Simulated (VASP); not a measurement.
# Zn (P6/mmm) in VASP: notebook

Zn is run at these levels: LDA; tasks: single point.

Everything below comes from runs of VASP 6.6.1. Logs are shortened: lines on timing, memory, paths and dates and some standing lists are left out, and cuts for length are marked.

## Step 1: The cell of the first run

The structure is hexagonal, space group P6/mmm (No. 191). The conventional cell has a = 4.400 Å, b = 4.400 Å, c = 2.680 Å, α = 90.00°, β = 90.00°, γ = 120.00°. Within 3.5 Å of Zn (site symmetry 6/mmm) lie 14 Zn at 2.68 to 2.87 Å. Zn (site symmetry -6m2) has 11 Zn at 2.54 to 2.87 Å within 3.4 Å.

## Step 2: Single point, LDA (volume scaled by 1.08)

Input file INCAR:

```
SYSTEM = Zn
ALGO     = Normal         ! electronic algorithm
EDIFF    = 1E-7           ! SCF threshold, eV
ENCUT    = 520            ! plane-wave cutoff, eV
GGA      = CA             ! functional
ISIF     = 2              ! what is computed and relaxed
ISMEAR   = -1             ! smearing method
LASPH    = .True.         ! aspherical terms in the spheres
LCHARG   = .False.        ! write CHGCAR
LREAL    = .False.        ! projectors in reciprocal space
LWAVE    = .False.        ! write WAVECAR
NBANDS   = 25             ! bands
NELM     = 60             ! most SCF steps
PREC     = Accurate       ! precision mode
SIGMA    = 0.1            ! smearing width, eV
```

Input file KPOINTS:

```
k-points
0
Gamma
  10 10 14
  0 0 0
```

Input file POSCAR:

```
Zn
1.0
    4.3999591482      0.0000000000      0.0000000000
   -2.1999795741      3.8104763980      0.0000000000
    0.0000000000      0.0000000000      2.6800813330
Zn
3
Direct
    1.0000000000      1.0000000000      0.0000000000
    0.3333333333      0.6666666667      0.5000000000
    0.6666666667      0.3333333333      0.5000000000
```

Potentials or basis: VASP PAW LDA potentials, release 64 (Zn).

On the command line:

```bash
$ cat potpaw_LDA.64/Zn/POTCAR > POTCAR
$ mpirun -np 1 vasp_std > vasp.out
```

OUTCAR:

```text
SYSTEM = Zn
   EDIFF = 1E-7
   ENCUT = 520
   GGA = CA
   ISIF = 2
   ISMEAR = -1
   LASPH = .True.
   LREAL = .False.
   NELM = 60
   PREC = Accurate

 ion  position               nearest neighbor table
   1  0.000  0.000  0.000-   2 2.87   3 2.87   2 2.87   3 2.87   3 2.87   3 2.87   2 2.87   2 2.87
                             3 2.87   3 2.87   2 2.87   2 2.87
   2  0.333  0.667  0.500-   3 2.54   3 2.54   3 2.54   1 2.87   1 2.87   1 2.87   1 2.87   1 2.87
                             1 2.87
   3  0.667  0.333  0.500-   2 2.54   2 2.54   2 2.54   1 2.87   1 2.87   1 2.87   1 2.87   1 2.87
                             1 2.87

  LATTYP: Found a hexagonal cell.
 ALAT       =     4.3999591482
 C/A-ratio  =     0.6091150492

  Lattice vectors:

 A1 = (   4.3999591482,   0.0000000000,   0.0000000000)
 A2 = (  -2.1999795741,   3.8104763980,   0.0000000000)
 A3 = (   0.0000000000,   0.0000000000,   2.6800813330)

Analysis of symmetry for initial positions (statically):
=====================================================================
 Subroutine PRICEL returns:
 Original cell was already a primitive cell.

 Routine SETGRP: Setting up the symmetry group for a
 hexagonal supercell.

 Subroutine GETGRP returns: Found 24 space group operations
 (whereof 24 operations were pure point group operations)
 out of a pool of 24 trial point group operations.

The static configuration has the point symmetry D_6h.

Analysis of symmetry for dynamics (positions and initial velocities):
=====================================================================
 Subroutine PRICEL returns:
 Original cell was already a primitive cell.

 Routine SETGRP: Setting up the symmetry group for a
 hexagonal supercell.

 Subroutine GETGRP returns: Found 24 space group operations
 (whereof 24 operations were pure point group operations)
 out of a pool of 24 trial point group operations.

The dynamic configuration has the point symmetry D_6h.

 Subroutine INISYM returns: Found 24 space group operations
 (whereof 24 operations are pure point group operations),
 and found     1 'primitive' translations

----------------------------------------------------------------------------------------

                                     Primitive cell

  volume of cell :      44.9341

  direct lattice vectors                    reciprocal lattice vectors
     4.399959148  0.000000000  0.000000000     0.227274837  0.131217189  0.000000000
    -2.199979574  3.810476398  0.000000000     0.000000000  0.262434377  0.000000000
     0.000000000  0.000000000  2.680081333     0.000000000  0.000000000  0.373123005

  length of vectors
     4.399959148  4.399959148  2.680081333     0.262434377  0.262434377  0.373123005

  position of ions in fractional coordinates (direct lattice)
     0.000000000  0.000000000  0.000000000
     0.333333333  0.666666667  0.500000000
     0.666666667  0.333333333  0.500000000

  ion indices of the primitive-cell ions
   primitive index   ion index
                 1           1
                 2           2
                 3           3

----------------------------------------------------------------------------------------

 KPOINTS: k-points

Automatic generation of k-mesh.
 Grid dimensions read from file:
 generate k-points for:   10   10   14

 Generating k-lattice:

  Cartesian coordinates                     Fractional coordinates (reciprocal lattice)
     0.022727484  0.013121719  0.000000000     0.100000000 -0.000000000  0.000000000
     0.000000000  0.026243438  0.000000000     0.000000000  0.100000000  0.000000000
     0.000000000  0.000000000  0.026651643     0.000000000  0.000000000  0.071428571

  Length of vectors
     0.026243438  0.026243438  0.026651643

  Shift w.r.t. Gamma in fractional coordinates (k-lattice)
     0.000000000  0.000000000  0.000000000

 Subroutine IBZKPT returns following result:
 ===========================================

 Found    112 irreducible k-points:

 Following reciprocal coordinates:
            Coordinates               Weight
  0.000000  0.000000  0.000000      1.000000
  0.100000 -0.000000  0.000000      6.000000
  0.200000 -0.000000  0.000000      6.000000
  0.300000  0.000000  0.000000      6.000000
  0.400000 -0.000000  0.000000      6.000000
  0.500000 -0.000000  0.000000      3.000000
[... 16 lines left out ...]
  0.300000  0.100000  0.071429     24.000000
  0.400000  0.100000  0.071429     24.000000
 [... further k-points ...]
   k-points           NKPTS =    112   k-points in BZ     NKDIM =    112   number of bands    NBANDS=     25
   number of dos      NEDOS =    301   number of ions     NIONS =      3
   total plane-waves  NPLWV =  25920
   dimension x,y,z NGX =    36 NGY =   36 NGZ =   20
   dimension x,y,z NGXF=    72 NGYF=   72 NGZF=   40
   ions per type =               3
   NGX,Y,Z   is equivalent  to a cutoff of  13.60, 13.60, 12.41 a.u.
   NGXF,Y,Z  is equivalent  to a cutoff of  27.20, 27.20, 24.81 a.u.
 SYSTEM =  Zn
   PREC   = accura    normal or accurate (medium, high low for compatibility)
   ISTART =      0    job   : 0-new  1-cont  2-samecut
   ICHARG =      2    charge: 1-file 2-atom 10-const
   ISPIN  =      1    spin polarized calculation?
   LNONCOLLINEAR =      F non collinear calculations
   LSORBIT =      F    spin-orbit coupling
   LASPH  =      T    aspherical Exc in radial PAW
   ENCUT  =  520.0 eV  38.22 Ry    6.18 a.u.   8.18  8.18  4.98*2*pi/ulx,y,z
   NELM   =     60;   NELMIN=  2; NELMDL= -5     # of ELM steps
   EDIFF  = 0.1E-06   stopping-criterion for ELM
   LREAL  =      F    real-space projection
   EDIFFG = 0.1E-05   stopping-criterion for IOM
   NSW    =      0    number of steps for IOM
   IBRION =     -1    ionic relax: 0-MD 1-quasi-New 2-CG
   NFREE  =      0    steps in history (QN), initial steepest desc. (CG)
   ISIF   =      2    stress and relaxation
   ISYM   =      2    0-nonsym 1-usesym 2-fastsym
   POTIM  = 0.5000    time-step for ionic-motion
   TEBEG  =    0.0;   TEEND  =   0.0 temperature during run
   PSTRESS=    0.0 pullay stress
   NELECT =      36.0000    total number of electrons
   NUPDOWN=      -1.0000    fix difference up-down
   EMIN   =  10.00;   EMAX   =-10.00  energy-range for DOS
   EFERMI =   0.00;   METHOD = LEGACY
   ISMEAR =    -1;   SIGMA  =   0.10  broadening in eV -4-tet -1-fermi 0-gaus
   EFERMI_NEDOS =   21; number of points for ismear=-14 and -15
   IALGO  =     38    algorithm
   IMIX   =      4    mixing-type and parameters
     AMIX     =   0.40;   BMIX     =  1.00
     AMIX_MAG =   1.60;   BMIX_MAG =  1.00
  volume/ion in A,a.u.               =      14.98       101.08
  Fermi-wavevector in a.u.,A,eV,Ry     =   1.520490  2.873310 31.455190  2.311891
  Thomas-Fermi vector in A             =   2.629334
   LORBIT       =      0    0 simple, 1 ext, 2 COOP (PROOUT), +10 PAW based schemes
   GGA     = CA    functional components
   LHFCALC =     F    Hartree Fock is set to
   AEXX    =    0.0000 exact exchange contribution
   IVDW    =     0    specifies the selected vdW correction
   LEPSILON=     F    determine dielectric tensor
   LRPA    =     F    only Hartree local field effects (RPA)
 non-spin polarized calculation
  energy-cutoff  :      520.00
  volume of cell :       44.93
 maximum number of plane-waves:      1240
 NGX is ok and might be reduce to    36
   NGX = 17   NGY = 17   NGZ =  9

 number of electron      36.0000023 magnetization

 Free energy of the ion-electron system (eV)
  ---------------------------------------------------
  ext. energy  EPLUGINS =         0.00000000
  ---------------------------------------------------
  free energy    TOTEN  =        -5.24791213 eV

  energy without entropy =       -5.21972833  energy(sigma->0) =       -5.23382023

 E-fermi :   3.0860     XC(G=0): -11.9737

 val. band max:        3.0837925672   @ k =   0.5000  -0.0000   0.4286
 cond. band min:       3.1245326535   @ k =   0.3000   0.0000   0.2857
 fundamental gap:      0.0407400863
 Fermi energy:         3.0860434116

 k-point     1 :       0.0000    0.0000    0.0000
  band No.  band energies     occupation
      1      -7.5241      2.00000
      2      -5.4712      2.00000
      3      -4.9662      2.00000
      4      -4.8986      2.00000
      5      -4.8979      2.00000
      6      -4.8979      2.00000
[... 17 lines left out ...]
     24      16.9811      0.00000
     25      22.3572      0.00000

 k-point     2 :       0.1000   -0.0000    0.0000
  band No.  band energies     occupation
      1      -7.4167      2.00000
      2      -5.4578      2.00000
      3      -5.0330      2.00000
      4      -4.9811      2.00000
      5      -4.9780      2.00000
      6      -4.9058      2.00000
[... 17 lines left out ...]
     24      17.0402      0.00000
     25      20.9786      0.00000

 k-point     3 :       0.2000   -0.0000    0.0000
  band No.  band energies     occupation
      1      -7.0996      2.00000
      2      -5.4246      2.00000
      3      -5.2039      2.00000
      4      -5.0489      2.00000
      5      -5.0289      2.00000
      6      -4.9290      2.00000
[... 17 lines left out ...]
     24      17.1911      0.00000
     25      18.6352      0.00000

 k-point     4 :       0.3000    0.0000    0.0000
  band No.  band energies     occupation
      1      -6.5944      2.00000
      2      -5.4317      2.00000
      3      -5.2978      2.00000
      4      -5.0852      2.00000
      5      -5.0836      2.00000
      6      -4.9695      2.00000
[... 17 lines left out ...]
     24      16.0484      0.00000
     25      16.4080      0.00000

 k-point     5 :       0.4000   -0.0000    0.0000
  band No.  band energies     occupation
      1      -5.9742      2.00000
      2      -5.5139      2.00000
      3      -5.2646      2.00000
      4      -5.1469      2.00000
      5      -5.0929      2.00000
      6      -5.0321      2.00000
[... 17 lines left out ...]
     24      14.1243      0.00000
     25      14.7574      0.00000

 k-point     6 :       0.5000   -0.0000    0.0000
  band No.  band energies     occupation
      1      -5.6062      2.00000
      2      -5.4340      2.00000
      3      -5.3738      2.00000
      4      -5.1361      2.00000
      5      -5.1114      2.00000
      6      -5.0931      2.00000
[... 17 lines left out ...]
     24      14.9510      0.00000
     25      15.8359      0.00000
[... 393 lines left out ...]
 k-point    21 :       0.1000    0.1000    0.0714
  band No.  band energies     occupation
      1      -7.0977      2.00000
      2      -5.3940      2.00000
      3      -5.1287      2.00000
      4      -5.0996      2.00000
      5      -4.9637      2.00000
      6      -4.8841      2.00000
[... 17 lines left out ...]
     24      18.5563      0.00000
     25      18.9306      0.00000

 k-point    22 :       0.2000    0.1000    0.0714
  band No.  band energies     occupation
      1      -6.6902      2.00000
      2      -5.3679      2.00000
      3      -5.2566      2.00000
      4      -5.1606      2.00000
      5      -5.0048      2.00000
      6      -4.9073      2.00000
[... 17 lines left out ...]
     24      16.1715      0.00000
     25      17.5482      0.00000

 k-point    23 :       0.3000    0.1000    0.0714
  band No.  band energies     occupation
      1      -6.1354      2.00000
      2      -5.4426      2.00000
      3      -5.2515      2.00000
      4      -5.1892      2.00000
      5      -5.0478      2.00000
      6      -4.9532      2.00000
[... 17 lines left out ...]
     24      13.7876      0.00000
     25      16.1299      0.00000

 k-point    24 :       0.4000    0.1000    0.0714
  band No.  band energies     occupation
      1      -5.6303      2.00000
      2      -5.4734      2.00000
      3      -5.2754      2.00000
      4      -5.1522      2.00000
      5      -5.0902      2.00000
      6      -5.0148      2.00000
[... 17 lines left out ...]
     24      14.2811      0.00000
     25      14.5586      0.00000

 [... further k-points ...]

------------------------ aborting loop because EDIFF is reached ----------------------------------------

  FORCE on cell =-STRESS in cart. coord.  units (eV):
  Direction    XX          YY          ZZ          XY          YZ          ZX
  --------------------------------------------------------------------------------------
  -------------------------------------------------------------------------------------
  Total       -1.6409904     -1.6409904     -1.3385364      0.0000000      0.0000000      0.0000000
  in kB      -58.5114324    -58.5114324    -47.7270813      0.0000000      0.0000000      0.0000000
  external PRESSURE =     -54.9166487 kB  Pullay stress =       0.0000000 kB

 VOLUME and BASIS-vectors are now :
 -----------------------------------------------------------------------------
  energy-cutoff  :      520.00
  volume of cell :       44.93
      direct lattice vectors                 reciprocal lattice vectors
     4.399959148  0.000000000  0.000000000     0.227274837  0.131217189  0.000000000
    -2.199979574  3.810476398  0.000000000     0.000000000  0.262434377  0.000000000
     0.000000000  0.000000000  2.680081333     0.000000000  0.000000000  0.373123005

 POSITION                                       TOTAL-FORCE (eV/Angst)
 -----------------------------------------------------------------------------------
      0.00000      0.00000      0.00000        -0.000000      0.000000     -0.000000
     -0.00000      2.54032      1.34004        -0.000000      0.000000      0.000000
      2.19998      1.27016      1.34004         0.000000      0.000000     -0.000000
 -----------------------------------------------------------------------------------
    total drift:                                0.000000      0.000000     -0.000000

  FREE ENERGIE OF THE ION-ELECTRON SYSTEM (eV)
  ---------------------------------------------------
  free  energy   TOTEN  =        -5.2479121330 eV

  energy  without entropy=       -5.2197283258  energy(sigma->0) =       -5.23382023
```

Wall time 3 min (1 thread of AMD EPYC 7R13, shared host); peak memory 0.18 GiB.

What came out:

* Free energy: -5.2479 eV
* Pressure: -5.5 GPa
* Band gap on the k mesh: zero (band 18 reaches 7.35 eV, above the bottom of band 19 at 2.05 eV)

Stress tensor (GPa, compression positive):
```
-5.85  0.00  0.00
 0.00 -5.85  0.00
 0.00  0.00 -4.77
```

Caveat: the cell differs from its parent crystal (volume scaled by 1.08).

## Step 3: Single point, LDA (volume scaled by 1.12)

Input file INCAR:

```
PREC = Accurate
ENCUT = 520
EDIFF = 1E-6
ISMEAR = -1
SIGMA = 0.1
LREAL = False
LASPH = True
NELM = 80
ALGO = Normal
ISIF = 2
LWAVE = False
LCHARG = True
GGA = CA
LELF = True
LVHAR = True
NBANDS = 25
```

Input file KPOINTS:

```
Automatic mesh
0
Gamma
  10 10 14
```

Input file POSCAR:

```
Zn
1.0
    4.4536224754      0.0000000000      0.0000000000
   -2.2268112377      3.8569502026      0.0000000000
    0.0000000000      0.0000000000      2.7127684731
Zn
3
Direct
    1.0000000000      1.0000000000      0.0000000000
    0.3333333333      0.6666666667      0.5000000000
    0.6666666667      0.3333333333      0.5000000000
```

Potentials or basis: VASP PAW LDA potentials, release 64 (Zn).

On the command line:

```bash
$ cat potpaw_LDA.64/Zn/POTCAR > POTCAR
$ mpirun -np 1 vasp_std > vasp.out
```

It took 3.5 min on 1 thread of AMD EPYC 7R13, shared host; peak memory 0.18 GiB.

It converged, with:

```yaml
Free_energy: -5.1800 eV
Pressure: -7.6 GPa
Band_gap_on_the_k_mesh: zero (band 18 reaches 7.00 eV, above the bottom of band 19 at 1.72 eV)
```

Stress tensor (GPa, compression positive):
```
-7.94  0.00  0.00
 0.00 -7.94  0.00
 0.00  0.00 -6.87
```

Levels at points of the mesh, in eV from the Fermi level:
| k point | band 14 | band 15 | band 16 | band 17 | band 18 | band 19 | band 20 | band 21 | band 22 | band 23 |
| --- | --- | --- | --- | --- | --- | --- | --- | --- | --- | --- |
| (0.00, 0.00, 0.00) | -7.46 | -7.10 | -7.10 | 0.76 | 0.76 | 0.79 | 0.81 | 0.81 | 0.98 | 9.43 |
| (0.50, 0.00, 0.00) | -7.19 | -7.06 | -6.87 | -6.67 | -2.61 | -1.08 | 8.20 | 8.29 | 8.73 | 8.79 |
| (0.00, 0.00, 0.50) | -7.14 | -6.96 | -4.35 | -4.25 | 4.21 | 4.21 | 4.25 | 4.77 | 5.58 | 5.58 |
| (0.50, 0.00, 0.50) | -7.10 | -7.01 | -2.67 | -1.96 | -1.57 | -1.01 | 2.56 | 3.00 | 3.43 | 4.48 |

Caveat: the cell differs from its parent crystal (volume scaled by 1.12).

## Step 4: Single point, LDA

This run uses another cell than the first one, of 13.87 Å³/atom, 0.926 times its volume.

Input file INCAR:

```
SYSTEM = Zn
ALGO = Normal ; EDIFF = 1E-6
ENCUT = 520 ; ISIF = 2
ISMEAR = -1 ; LASPH = .True.
LCHARG = .False. ; LREAL = .False.
LWAVE = .False. ; NBANDS = 25
NELM = 80 ; PREC = Accurate
SIGMA = 0.1
```

Input file KPOINTS:

```
k-points
0
Gamma
  11 11 16
  0 0 0
```

Input file POSCAR:

```
Zn
1.0
    4.2885195323      0.0000000000      0.0000000000
   -2.1442597661      3.7139668596      0.0000000000
    0.0000000000      0.0000000000      2.6122017858
Zn
3
Direct
    1.0000000000      1.0000000000      0.0000000000
    0.3333333333      0.6666666667      0.5000000000
    0.6666666667      0.3333333333      0.5000000000
```

On the command line:

```bash
$ cat potpaw_LDA.64/Zn/POTCAR > POTCAR
$ mpirun -np 1 vasp_std > vasp.out
```

Run time: 2.9 min. Hardware: 1 thread of AMD EPYC 7R13, shared host; peak memory 0.19 GiB.

The run converged. Its results:

```yaml
Free_energy: -5.2994 eV
Pressure: 0.7 GPa
Band_gap_on_the_k_mesh: zero (band 18 reaches 8.12 eV, above the bottom of band 19 at 2.73 eV)
```

Stress tensor (GPa, compression positive):
```
0.43 0.00 0.00
0.00 0.43 0.00
0.00 0.00 1.23
```

Levels at points of the mesh, in eV from the Fermi level:
```csv
k point,band 14,band 15,band 16,band 17,band 18,band 19,band 20,band 21,band 22,band 23
"(0.00, 0.00, 0.00)",-7.81,-7.35,-7.35,0.62,0.62,0.66,0.66,1.14,1.32,10.02
"(0.00, 0.00, 0.50)",-7.41,-7.18,-4.71,-4.61,4.38,4.38,4.39,5.20,5.78,5.78
```

## Step 5: Summary

| cell | k mesh | gap on the mesh (eV) | pressure (GPa) |
| --- | --- | --- | --- |
| a = 4.400, b = 4.400, c = 2.680 Å, angles 90.0, 90.0, 120.0°, 3 atoms | 10 × 10 × 14 | none | -5.5 |
| a = 4.454, b = 4.454, c = 2.713 Å, angles 90.0, 90.0, 120.0°, 3 atoms | 10 × 10 × 14 | none | -7.6 |
| a = 4.289, b = 4.289, c = 2.612 Å, angles 90.0, 90.0, 120.0°, 3 atoms | 11 × 11 × 16 | none | 0.7 |

Alike in all rows: task single point; level LDA; potentials or basis VASP PAW LDA potentials, release 64 (Zn); no spin polarisation; cutoff (eV) 520; smearing fermi-dirac 0.1 eV.

Total energies depend on the potentials used, so only differences within one code and one set of settings carry meaning.
